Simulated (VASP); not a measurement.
**BN (e600): single point with PBEsol**

The system is BN (e600).

```
B N
1.0
     2.51515    0.00000    0.00000
    -1.25758    2.17819    0.00000
     0.00000    0.00000    4.16063
B N
2 2
Direct
  0.33333 0.66667 0.99987
  0.66667 0.33333 0.49987
  0.33333 0.66667 0.37413
  0.66667 0.33333 0.87413
```

```yaml
Program: VASP 6.6.1
Task: single point
Functional: PBEsol
Potentials_or_basis: VASP PAW PBE potentials, release 64 (B, N)
Cutoff: 520 eV
k_mesh: 9 × 9 × 6
Occupations: gaussian, width 0.01 eV
Spin: no spin polarisation
```

| Item | Value |
| --- | --- |
| Pressure | 13.2 GPa |
| Largest force | 0.004 eV/Å |
| Band gap on the k mesh | 4.88 eV, indirect (least direct gap 8.35 eV) |

Forces on the atoms (eV/Å):
```
B    0.000  0.000  0.004
B    0.000  0.000  0.004
N    0.000  0.000 -0.004
N    0.000  0.000 -0.004
```

Stress tensor (GPa, compression positive):
```
13.18  0.00  0.00
 0.00 13.18  0.00
 0.00  0.00 13.35
```

Levels at points of the mesh, in eV from the valence-band top:
| k point | band 5 | band 6 | band 7 | band 8 | band 9 | band 10 | band 11 | band 12 |
| --- | --- | --- | --- | --- | --- | --- | --- | --- |
| (0.00, 0.00, 0.00) | -2.22 | -0.31 | 0.00 | 0.00 | 8.45 | 8.45 | 8.74 | 9.92 |
| (0.00, 0.00, 0.50) | -1.23 | -1.23 | -1.23 | -1.23 | 9.76 | 9.76 | 10.05 | 10.05 |

Wall time 8.2 s on 1 thread of AMD EPYC 9R45 96-Core Processor (Zen 5), with other jobs on the host, peak memory 0.1 GiB.

Caveat: the PAW data sets were made with another functional, which shifts forces and pressure a little. As with any semilocal functional, this PBEsol gap is likely too small.
